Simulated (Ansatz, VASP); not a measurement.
# CsBr in VASP and in Ansatz

```xyz
2
Lattice="4.2860 0.0000 0.0000 0.0000 4.2860 0.0000 0.0000 0.0000 4.2860" Properties=species:S:1:pos:R:3 pbc="T T T"
Cs    0.0000    0.0000    0.0000
Br    2.1430    2.1430    2.1430
```

Alike in both runs: task relaxation of the atoms; functional PBE; k mesh 7 × 7 × 7; occupations fermi-dirac, width 0.02 eV; no spin polarisation.

|  | VASP | Ansatz |
| --- | --- | --- |
| version | VASP 6.6.1 | Ansatz 0.2.0 |
| potentials or method | VASP PAW PBE potentials, release 64 (Cs_sv, Br) | plane-wave PAW, scalar-relativistic |
| plane-wave cutoff (eV) | 450 | 420 |
| valence electrons in the cell | 16 | 16 |

|  | VASP | Ansatz | Ansatz less VASP |
| --- | --- | --- | --- |
| gap on the k mesh at the Fermi level, each at its own relaxed structure (eV) | 4.52 | 4.53 | +0.010 |

Ansatz's warnings: stress scf threshold loose.

Neither program's run includes spin-orbit coupling. Noted on VASP's run: the relaxation stopped at its first step, so nothing moved.
